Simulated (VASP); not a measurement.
# Al2O3 in VASP: a series of runs, part 2 of 2

VASP 6.6.1.

### Step 5. Single point, PBE

INCAR reads:

```
SYSTEM = Al2O3
PREC = Accurate
ENCUT = 520
EDIFF = 1E-6
ISMEAR = -1
SIGMA = 0.1241
LREAL = .FALSE.
LASPH = .TRUE.
NELM = 120
ALGO = Normal
ISIF = 2
LWAVE = .FALSE.
LCHARG = .TRUE.
GGA = PE
LELF = .TRUE.
LVHAR = .TRUE.
NBANDS = 64
ISYM = 0
GGA_COMPAT = .FALSE.
```

KPOINTS reads:

```
regular mesh
0
G
  1 1 1
  0 0 0
```

POSCAR reads:

```
Al2O3
1.0
    5.7104520000      0.0137290000     -0.0021660000
    0.0137290000      5.8090040000      0.1390750000
   -0.0021660000      0.1390750000      5.7076010000
Al O
8 12
Direct
    0.7694457189      0.6754103993      0.7541798942
    0.6276517246      0.2518585168      0.0530062053
    0.4393423131      0.1863907426      0.5924048165
    1.0322726170      0.2189459870      0.8444782649
    0.2635724251      0.7810524608      0.8946219308
    0.9700176918     -0.0256856617      0.2741595447
    0.1045117791      0.4651642829      0.4029263170
    0.5274876471      0.7048919169      0.3187212447
    0.7841206725      0.6298404187      0.4448484309
    0.7106829614      0.2446900035      0.7392832956
    0.4597616820      0.8646064227      0.6432123944
    0.0776172192      0.1424970308      0.5095780774
    0.9615153741      0.9313632089      0.8998507962
    0.9811619974      0.3124220227      0.1263767569
    0.3377935926      0.1544287991      0.9156276824
    0.1068257237      0.5068801292      0.7465949408
    0.6546600147      0.0348121341      0.2564756184
    0.1999997391      0.7611681969      0.2391450861
    0.4003126751      0.4313001892      0.4010324133
    0.5633018385      0.6010282746      0.0058297881
```

Potentials or basis: VASP PAW PBE potentials, release 64 (Al, O).

Started as:

```bash
> cat potpaw_PBE.64/Al/POTCAR potpaw_PBE.64/O/POTCAR > POTCAR
> mpirun -np 1 vasp_gam > vasp.out
```

OUTCAR:

```text
SYSTEM = Al2O3
   PREC = Accurate
   ENCUT = 520
   EDIFF = 1E-6
   ISMEAR = -1
   LREAL = .FALSE.
   LASPH = .TRUE.
   NELM = 120
   ISIF = 2
   GGA = PE
   ISYM = 0

 ion  position               nearest neighbor table
   1  0.769  0.675  0.754-   9 1.80  20 1.89  13 2.06  11 2.16  16 2.16  10 2.53   8 2.84   5 3.01
                             2 3.04   4 3.06   7 3.07   5 3.07
   2  0.628  0.252  0.053-  17 1.68  10 1.86  15 1.93  20 2.06  14 2.10   4 2.61  19 2.63   6 2.79
                             3 2.88   1 3.04   8 3.15   3 3.27
   3  0.439  0.186  0.592-  19 1.76  10 1.80  11 1.88  15 1.94  12 2.14  17 2.47   7 2.69   4 2.75
                             2 2.88   5 3.03   2 3.27   8 3.31
   4  0.032  0.219  0.844-  13 1.74  14 1.75  16 1.79  15 1.82  10 1.93  12 2.00   2 2.61   3 2.75
                             6 2.80   5 2.86   7 2.87   1 3.06
   5  0.264  0.781  0.895-  11 1.87  13 1.93  18 2.00  16 2.05  20 2.08  15 2.22   4 2.86   8 2.87
                             6 3.00   1 3.01   3 3.03   1 3.07
   6  0.970  0.974  0.274-  12 1.81  18 1.82  17 1.83  14 2.10  13 2.16   9 2.43   2 2.79   4 2.80
                             8 2.98   5 3.00   7 3.08   7 3.11
[... 184 lines left out ...]
      2     -12.5549      2.00000
      3     -12.3248      2.00000
      4     -12.1758      2.00000
      5     -12.0230      2.00000
      6     -12.0003      2.00000
[... 52 lines left out ...]
     59      15.1703      0.00000
     60      15.5202      0.00000
 [bands above 60 left out]

------------------------ aborting loop because EDIFF is reached ----------------------------------------

  FORCE on cell =-STRESS in cart. coord.  units (eV):
  Direction    XX          YY          ZZ          XY          YZ          ZX
  --------------------------------------------------------------------------------------
  -------------------------------------------------------------------------------------
  Total        6.0283227     -2.2961511      3.7394090     -4.4817279    -13.8117337     -4.1388392
  in kB       51.0431286    -19.4420139     31.6623950    -37.9477716   -116.9469744    -35.0444578
  external PRESSURE =      21.0878366 kB  Pullay stress =       0.0000000 kB

 VOLUME and BASIS-vectors are now :
 -----------------------------------------------------------------------------
  energy-cutoff  :      520.00
  volume of cell :      189.22
      direct lattice vectors                 reciprocal lattice vectors
     5.710452000  0.013729000 -0.002166000     0.175118515 -0.000415709  0.000076586
     0.013729000  5.809004000  0.139075000    -0.000415709  0.172248021 -0.004197261
    -0.002166000  0.139075000  5.707601000     0.000076586 -0.004197261  0.175307261

 POSITION                                       TOTAL-FORCE (eV/Angst)
 -----------------------------------------------------------------------------------
      4.40152      4.03891      4.39682        -0.059710      0.594911      0.813490
      3.58752      1.47904      0.33621        -1.909179      2.485237     -2.458560
      2.51012      1.17116      3.40618         0.890440     -2.275395      1.280743
      0.18547      1.38975      4.85032         0.239348      0.836564     -2.396607
      1.51390      4.66517      5.21420         0.134478     -0.284641     -0.465250
      5.55202      5.71124      1.69819        -0.060798      1.450850     -0.105243
[... 12 lines left out ...]
      2.29102      2.56669      2.34805         1.875785     -1.607640     -0.128276
      3.22495      3.49992      0.11564         0.435820      0.136893     -0.008077
 -----------------------------------------------------------------------------------
    total drift:                               -0.000630     -0.000427     -0.000478

  FREE ENERGIE OF THE ION-ELECTRON SYSTEM (eV)
  ---------------------------------------------------
  free  energy   TOTEN  =      -142.9101315155 eV

  energy  without entropy=     -142.9101292766  energy(sigma->0) =     -142.91013040
```

It took 28 s on 1 thread of Intel Xeon 6975P-C (Granite Rapids), shared host; peak memory 0.25 GiB.

Results:

- Free energy: -142.9101 eV
- Pressure: 2.1 GPa
- Largest force: 4.814 eV/Å
- Band gap on the k mesh: 3.78 eV

Forces on the atoms (eV/Å):
```
Al  -0.060  0.595  0.813
Al  -1.909  2.485 -2.459
Al   0.890 -2.275  1.281
Al   0.239  0.837 -2.397
Al   0.134 -0.285 -0.465
Al  -0.061  1.451 -0.105
Al  -3.784 -0.259 -0.813
Al  -2.217  1.993 -0.463
O    4.589  0.481  0.740
O    0.803  2.202  1.481
O    0.521 -1.668 -0.759
O    1.769  0.461  0.631
O   -0.481 -4.763  0.513
O   -2.238 -0.057  1.621
O    0.367 -0.598  0.132
O   -0.730  3.636 -0.721
O   -0.324 -2.786  1.704
O    0.178  0.021 -0.598
O    1.876 -1.608 -0.128
O    0.436  0.137 -0.008
```

Levels at points of the mesh, in eV from the valence-band top:
| k point | band 44 | band 45 | band 46 | band 47 | band 48 | band 49 | band 50 | band 51 | band 52 | band 53 |
| --- | --- | --- | --- | --- | --- | --- | --- | --- | --- | --- |
| (0.00, 0.00, 0.00) | -0.76 | -0.46 | -0.34 | -0.20 | 0.00 | 3.78 | 7.07 | 7.26 | 7.61 | 7.92 |

Caveat: the k points lie up to 1.10 Å⁻¹ apart.
